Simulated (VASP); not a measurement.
# BeZn2TeS2 (P-4m2) in VASP: further runs, part 2 of 2

VASP 6.6.1.

**3. Single point, PBE**

This run uses another cell than the first one, of 27.18 Å³/atom, 1.298 times its volume.

INCAR reads:

```
PREC     = Accurate       # precision mode
ENCUT    = 520            # plane-wave cutoff, eV
EDIFF    = 1E-6           # SCF threshold, eV
ISMEAR   = 0              # smearing method
SIGMA    = 0.1            # smearing width, eV
LREAL    = F              # projectors in reciprocal space
LASPH    = T              # aspherical terms in the spheres
NELM     = 100            # most SCF steps
ALGO     = Normal         # electronic algorithm
ISIF     = 2              # what is computed and relaxed
LWAVE    = F              # write WAVECAR
LCHARG   = F              # write CHGCAR
GGA      = PE             # functional
NBANDS   = 31             # bands
```

KPOINTS reads:

```
regular mesh
0
Gamma
  4 4 4
```

POSCAR reads:

```
BeZn2TeS2
1.0
    3.8269207325      0.0000000000      0.0000000000
    0.0000000000      3.8269207325      0.0000000000
    0.0000000000      0.0000000000     11.1360326476
Be Zn Te S
1 2 1 2
Direct
    0.0000000000      0.0000000000      0.0000000000
    0.5000000000      0.5000000000      0.0000000000
    0.0000000000      0.0000000000      0.5000000000
    0.5000000000      0.5000000000      0.5000000000
    0.5000000000      0.0000000000      0.8858198180
    0.0000000000      0.5000000000      0.1141801820
```

Potentials or basis: VASP PAW PBE potentials, release 64 (Be, Zn, Te, S).

The run is started by

```bash
cat potpaw_PBE.64/Be/POTCAR potpaw_PBE.64/Zn/POTCAR potpaw_PBE.64/Te/POTCAR potpaw_PBE.64/S/POTCAR > POTCAR
mpirun -np 1 vasp_std > vasp.out
```

OUTCAR:

```text
PREC = Accurate
   ENCUT = 520
   EDIFF = 1E-6
   ISMEAR = 0
   LREAL = F
   LASPH = T
   NELM = 100
   ISIF = 2
   GGA = PE

 ion  position               nearest neighbor table
   1  0.000  0.000  0.000-   5 2.30   6 2.30   6 2.30   5 2.30   2 2.71   2 2.71   2 2.71   2 2.71

   2  0.500  0.500  0.000-   5 2.30   6 2.30   5 2.30   6 2.30   1 2.71   1 2.71   1 2.71   1 2.71

   3  0.000  0.000  0.500-   4 2.71   4 2.71   4 2.71   4 2.71
   4  0.500  0.500  0.500-   3 2.71   3 2.71   3 2.71   3 2.71
   5  0.500  0.000  0.886-   1 2.30   2 2.30   2 2.30   1 2.30
   6  0.000  0.500  0.114-   1 2.30   2 2.30   1 2.30   2 2.30

  LATTYP: Found a simple tetragonal cell.
 ALAT       =     3.8269207325
 C/A-ratio  =     2.9099198614

  Lattice vectors:

 A1 = (   3.8269207325,   0.0000000000,   0.0000000000)
 A2 = (   0.0000000000,   3.8269207325,   0.0000000000)
 A3 = (   0.0000000000,   0.0000000000,  11.1360326476)

Analysis of symmetry for initial positions (statically):
=====================================================================
 Subroutine PRICEL returns:
 Original cell was already a primitive cell.

 Routine SETGRP: Setting up the symmetry group for a
 simple tetragonal supercell.

 Subroutine GETGRP returns: Found  8 space group operations
 (whereof  8 operations were pure point group operations)
 out of a pool of 16 trial point group operations.

The static configuration has the point symmetry D_2d.

Analysis of symmetry for dynamics (positions and initial velocities):
=====================================================================
 Subroutine PRICEL returns:
 Original cell was already a primitive cell.

 Routine SETGRP: Setting up the symmetry group for a
 simple tetragonal supercell.

 Subroutine GETGRP returns: Found  8 space group operations
 (whereof  8 operations were pure point group operations)
 out of a pool of 16 trial point group operations.

The dynamic configuration has the point symmetry D_2d.

 Subroutine INISYM returns: Found  8 space group operations
 (whereof  8 operations are pure point group operations),
 and found     1 'primitive' translations

----------------------------------------------------------------------------------------

                                     Primitive cell

  volume of cell :     163.0908

  direct lattice vectors                    reciprocal lattice vectors
     3.826920733  0.000000000  0.000000000     0.261306693  0.000000000  0.000000000
     0.000000000  3.826920733  0.000000000     0.000000000  0.261306693  0.000000000
     0.000000000  0.000000000 11.136032648     0.000000000  0.000000000  0.089798587

  length of vectors
     3.826920733  3.826920733 11.136032648     0.261306693  0.261306693  0.089798587

  position of ions in fractional coordinates (direct lattice)
     0.000000000  0.000000000  0.000000000
     0.500000000  0.500000000  0.000000000
     0.000000000  0.000000000  0.500000000
     0.500000000  0.500000000  0.500000000
     0.500000000  0.000000000  0.885819818
     0.000000000  0.500000000  0.114180182

  ion indices of the primitive-cell ions
   primitive index   ion index
                 1           1
                 2           2
                 3           3
                 4           4
[... 28 lines left out ...]

 Following reciprocal coordinates:
            Coordinates               Weight
  0.000000  0.000000  0.000000      1.000000
  0.250000  0.000000  0.000000      4.000000
  0.500000  0.000000  0.000000      2.000000
  0.250000  0.250000  0.000000      4.000000
  0.500000  0.250000  0.000000      4.000000
  0.500000  0.500000  0.000000      1.000000
[... 10 lines left out ...]
  0.500000  0.250000  0.500000      4.000000
  0.500000  0.500000  0.500000      1.000000
   k-points           NKPTS =     18   k-points in BZ     NKDIM =     18   number of bands    NBANDS=     31
   number of dos      NEDOS =    301   number of ions     NIONS =      6
   total plane-waves  NPLWV =  65856
   dimension x,y,z NGX =    28 NGY =   28 NGZ =   84
   dimension x,y,z NGXF=    56 NGYF=   56 NGZF=  168
   ions per type =               1   2   1   2
   NGX,Y,Z   is equivalent  to a cutoff of  12.16, 12.16, 12.54 a.u.
   NGXF,Y,Z  is equivalent  to a cutoff of  24.33, 24.33, 25.08 a.u.
 SYSTEM =  unknown system
   PREC   = accura    normal or accurate (medium, high low for compatibility)
   ISTART =      0    job   : 0-new  1-cont  2-samecut
   ICHARG =      2    charge: 1-file 2-atom 10-const
   ISPIN  =      1    spin polarized calculation?
   LNONCOLLINEAR =      F non collinear calculations
   LSORBIT =      F    spin-orbit coupling
   LASPH  =      T    aspherical Exc in radial PAW
   ENCUT  =  520.0 eV  38.22 Ry    6.18 a.u.   7.12  7.12 20.71*2*pi/ulx,y,z
   NELM   =    100;   NELMIN=  2; NELMDL= -5     # of ELM steps
   EDIFF  = 0.1E-05   stopping-criterion for ELM
   LREAL  =      F    real-space projection
   EDIFFG = 0.1E-04   stopping-criterion for IOM
   NSW    =      0    number of steps for IOM
   IBRION =     -1    ionic relax: 0-MD 1-quasi-New 2-CG
   NFREE  =      0    steps in history (QN), initial steepest desc. (CG)
   ISIF   =      2    stress and relaxation
   ISYM   =      2    0-nonsym 1-usesym 2-fastsym
   POTIM  = 0.5000    time-step for ionic-motion
   TEBEG  =    0.0;   TEEND  =   0.0 temperature during run
   PSTRESS=    0.0 pullay stress
   NELECT =      44.0000    total number of electrons
   NUPDOWN=      -1.0000    fix difference up-down
   EMIN   =  10.00;   EMAX   =-10.00  energy-range for DOS
   EFERMI =   0.00;   METHOD = LEGACY
   ISMEAR =     0;   SIGMA  =   0.10  broadening in eV -4-tet -1-fermi 0-gaus
   EFERMI_NEDOS =   21; number of points for ismear=-14 and -15
   IALGO  =     38    algorithm
   IMIX   =      4    mixing-type and parameters
     AMIX     =   0.40;   BMIX     =  1.00
     AMIX_MAG =   1.60;   BMIX_MAG =  1.00
  volume/ion in A,a.u.               =      27.18       183.43
  Fermi-wavevector in a.u.,A,eV,Ry     =   1.057830  1.999009 15.224980  1.119004
  Thomas-Fermi vector in A             =   2.193117
   LORBIT       =      0    0 simple, 1 ext, 2 COOP (PROOUT), +10 PAW based schemes
   GGA     = PE    functional components
   LHFCALC =     F    Hartree Fock is set to
   AEXX    =    0.0000 exact exchange contribution
   IVDW    =     0    specifies the selected vdW correction
   LEPSILON=     F    determine dielectric tensor
   LRPA    =     F    only Hartree local field effects (RPA)
 non-spin polarized calculation
 Gauss-broadening in eV      SIGMA  =   0.10
  energy-cutoff  :      520.00
  volume of cell :      163.09
 maximum number of plane-waves:      4416
   NGX = 15   NGY = 15   NGZ = 41

 number of electron      43.9999993 magnetization

 Free energy of the ion-electron system (eV)
  ---------------------------------------------------
  ext. energy  EPLUGINS =         0.00000000
  ---------------------------------------------------
  free energy    TOTEN  =       -19.67664202 eV

  energy without entropy =      -19.66428409  energy(sigma->0) =      -19.67046306

 E-fermi :   2.1800     XC(G=0):  -7.8798

 val. band max:        1.5574846860   @ k =   0.5000   0.5000   0.0000
 cond. band min:       2.2272107013   @ k =   0.0000   0.0000   0.0000
 fundamental gap:      0.6697260154
 Fermi energy:         2.1800312997

 k-point     1 :       0.0000    0.0000    0.0000
  band No.  band energies     occupation
      1     -12.5666      2.00000
      2     -11.3248      2.00000
      3      -9.9178      2.00000
      4      -5.9411      2.00000
      5      -5.9411      2.00000
      6      -5.7992      2.00000
[... 601 lines left out ...]
     30       7.8605      0.00000
     31       9.5900      0.00000

------------------------ aborting loop because EDIFF is reached ----------------------------------------

  FORCE on cell =-STRESS in cart. coord.  units (eV):
  Direction    XX          YY          ZZ          XY          YZ          ZX
  --------------------------------------------------------------------------------------
  -------------------------------------------------------------------------------------
  Total        0.0685641      0.0685641      0.1841428      0.0000000      0.0000000      0.0000000
  in kB        0.6735621      0.6735621      1.8089889      0.0000000      0.0000000      0.0000000
  external PRESSURE =       1.0520377 kB  Pullay stress =       0.0000000 kB

 VOLUME and BASIS-vectors are now :
 -----------------------------------------------------------------------------
  energy-cutoff  :      520.00
  volume of cell :      163.09
      direct lattice vectors                 reciprocal lattice vectors
     3.826920733  0.000000000  0.000000000     0.261306693  0.000000000  0.000000000
     0.000000000  3.826920733  0.000000000     0.000000000  0.261306693  0.000000000
     0.000000000  0.000000000 11.136032648     0.000000000  0.000000000  0.089798587

 POSITION                                       TOTAL-FORCE (eV/Angst)
 -----------------------------------------------------------------------------------
      0.00000      0.00000      0.00000         0.000000      0.000000      0.000000
      1.91346      1.91346      0.00000         0.000000     -0.000000      0.000000
      0.00000      0.00000      5.56802        -0.000000      0.000000      0.000000
      1.91346      1.91346      5.56802         0.000000      0.000000      0.000000
      1.91346      0.00000      9.86452         0.000000      0.000000     -0.032272
      0.00000      1.91346      1.27151         0.000000      0.000000      0.032272
 -----------------------------------------------------------------------------------
    total drift:                                0.000000      0.000000      0.000000

  FREE ENERGIE OF THE ION-ELECTRON SYSTEM (eV)
  ---------------------------------------------------
  free  energy   TOTEN  =       -19.6766420168 eV

  energy  without entropy=      -19.6642840939  energy(sigma->0) =      -19.67046306
```

It took 35 s on 1 thread of Intel Xeon 6975P-C (Granite Rapids), shared host; peak memory 0.3 GiB.

Results:

```yaml
Free_energy: -19.6766 eV
Pressure: 0.1 GPa
Largest_force: 0.032 eV/Å
Band_gap_on_the_k_mesh: zero (band 22 reaches 2.62 eV, above the bottom of band 23 at 1.54 eV)
```

Forces in eV/Å, atoms in the order of the input:
```
Be   0.000  0.000  0.000
Zn   0.000  0.000  0.000
Zn   0.000  0.000  0.000
Te   0.000  0.000  0.000
S    0.000  0.000 -0.032
S    0.000  0.000  0.032
```

Stress tensor (GPa, compression positive):
```
0.07 0.00 0.00
0.00 0.07 0.00
0.00 0.00 0.18
```

Caveat: the k points lie up to 0.41 Å⁻¹ apart; spin-orbit coupling is left out, which moves the levels of the heavy elements.
